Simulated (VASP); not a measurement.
Here is a VASP 6.6.1 calculation.

File INCAR:

```
PREC = Accurate ; ENCUT = 520
EDIFF = 1E-7 ; ISMEAR = -1
SIGMA = 0.02 ; LREAL = F
LASPH = T ; NELM = 80
ALGO = Normal ; ISIF = 2
LWAVE = F ; LCHARG = F
GGA = PE ; NBANDS = 15
```

The input KPOINTS:

```
regular mesh
0
Gamma
  8 8 8
```

The input POSCAR:

```
KF
1.0
    0.0265896056      2.6589605554      2.6589605554
    2.6589605554      0.0265896056      2.6589605554
    2.6855501609      2.6855501609     -0.0000000001
K F
1 1
Direct
    0.0000000000      0.0000000000      0.0000000000
    0.5000000000      0.5000000000      0.5000000000
```

Potentials or basis: VASP PAW PBE potentials, release 64 (K_sv, F).

Launch:

```sh
$ cat potpaw_PBE.64/K_sv/POTCAR potpaw_PBE.64/F/POTCAR > POTCAR
$ mpirun -np 1 vasp_std > vasp.out
```

(1) Estimate the band gap on the k mesh.

(2) Estimate the pressure.

## Answers

(1) 6.23 eV, direct.

(2) 2.0 GPa.

Caveat: the cell differs from its parent crystal (shear xy strain +2.0%).
